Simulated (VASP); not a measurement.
MgB5:

```
CELL_PARAMETERS angstrom
4.28151 0.00000 0.00000
1.84088 4.07685 0.00000
0.08819 1.00002 6.07737
ATOMIC_POSITIONS crystal
Mg 0.37236 0.32365 0.22593
Mg 0.95315 0.26983 0.65088
B 0.42505 0.78103 0.44535
B 0.90518 0.75806 0.83462
B 0.85941 0.85028 0.10222
B 0.53039 0.77665 0.72553
B 0.83219 0.79329 0.38949
B 0.22745 0.82741 0.93278
B 0.78888 0.50130 0.29113
B 0.34773 0.49808 0.79287
B 0.99726 0.06212 0.30641
B 0.50395 0.07228 0.88381
```

* Program: VASP 6.6.1
* Task: relaxation of cell and atoms
* Functional: PBE
* Potentials or basis: VASP PAW PBE potentials, release 64 (Mg, B)
* Cutoff: 600 eV
* k mesh: 4 × 4 × 4
* Occupations: gaussian, width 0.1 eV
* Spin: no spin polarisation

At the start: pressure -0.2 GPa; volume 8.84 Å³/atom.

Q: Where does the relaxation end?

A: Over 31 steps the energy falls by 13.0 meV/atom and the volume is 8.97 Å³/atom (+1.5 %); space group P1 (No. 1, to 0.1 Å) before and after.

Step by step:
```
step  energy change (eV)  largest force (eV/Å)  pressure (GPa)  volume (Å³)
   1              0.0000                0.2347           -0.16       106.08
   2             -0.0077                0.2166            0.07       105.94
   3             -0.0082                0.3025            0.15       105.90
   4             -0.0133                0.2136            0.21       105.88
   5             -0.0168                0.2524            0.34       105.85
   6             -0.0226                0.1893            0.16       105.99
   7             -0.0311                0.3082           -0.31       106.36
   8             -0.0380                0.2284           -0.18       106.39
   9             -0.0504                0.2774            0.24       106.45
  10             -0.0516                0.4179            0.43       106.48
  11             -0.0574                0.3434            0.37       106.59
  12             -0.0674                0.2679            0.21       106.89
  13             -0.0680                0.2978            0.16       106.99
  14             -0.0754                0.2852            0.03       107.10
  15             -0.0883                0.2595           -0.35       107.42
  16             -0.0894                0.3721           -0.49       107.54
  17             -0.0961                0.3176           -0.41       107.55
  18             -0.1089                0.2102           -0.17       107.56
  19             -0.1008                0.7207            0.37       107.58
  20             -0.1113                0.3342           -0.01       107.57
  21             -0.1200                0.2420           -0.02       107.57
  22             -0.1293                0.3527            0.00       107.57
  23             -0.1389                0.2162            0.08       107.57
  24             -0.1424                0.1822            0.18       107.57
  25             -0.1471                0.1344            0.04       107.67
  26             -0.1490                0.1815           -0.12       107.78
  27             -0.1527                0.0775           -0.17       107.79
  28             -0.1537                0.0849           -0.21       107.79
  29             -0.1550                0.0519            0.12       107.63
  30             -0.1550                0.0538            0.13       107.63
  31             -0.1557                0.0372            0.04       107.67
```

Final structure:
```
CELL_PARAMETERS angstrom
4.29924 0.03161 -0.11325
1.87692 4.05098 -0.16236
-0.06533 0.81908 6.18191
ATOMIC_POSITIONS crystal
Mg 0.38091 0.35171 0.23830
Mg 0.93714 0.24364 0.63997
B 0.45690 0.80560 0.43594
B 0.89162 0.73849 0.83662
B 0.85706 0.86568 0.09917
B 0.51335 0.73879 0.72635
B 0.84505 0.83380 0.37826
B 0.21213 0.82578 0.92878
B 0.80464 0.52361 0.28588
B 0.33985 0.45926 0.82930
B 0.01676 0.08288 0.28927
B 0.48758 0.04475 0.89316
```

Caveat: the k points lie up to 0.41 Å⁻¹ apart in the final cell, too coarse for converged energies and pressures of a metal.
